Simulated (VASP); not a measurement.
Here is a VASP 6.6.1 calculation.

INCAR

```
SYSTEM = Na
PREC = Accurate
ENCUT = 520
EDIFF = 1E-7
ISMEAR = -1
SIGMA = 0.05
LREAL = .False.
LASPH = .True.
NELM = 80
ALGO = Fast
ISIF = 2
LWAVE = .False.
LCHARG = .False.
GGA = PE
NBANDS = 10
```

File KPOINTS:

```
regular mesh
0
Gamma
  9 9 9
  0 0 0
```

File POSCAR:

```
Na
1.0
   -2.0935213200      2.0935213200      2.0935213200
    2.0935213200     -2.0935213200      2.0935213200
    2.0935213200      2.0935213200     -2.0935213200
Na
1
Direct
    0.0000000000      0.0000000000      0.0000000000
```

Potentials or basis: VASP PAW PBE potentials, release 64 (Na_pv).

Launch:

```console
$ cat potpaw_PBE.64/Na_pv/POTCAR > POTCAR
$ mpirun -np 1 vasp_std > vasp.out
```

(1) Estimate the pressure.

## Answers

(1) 0.0 GPa.
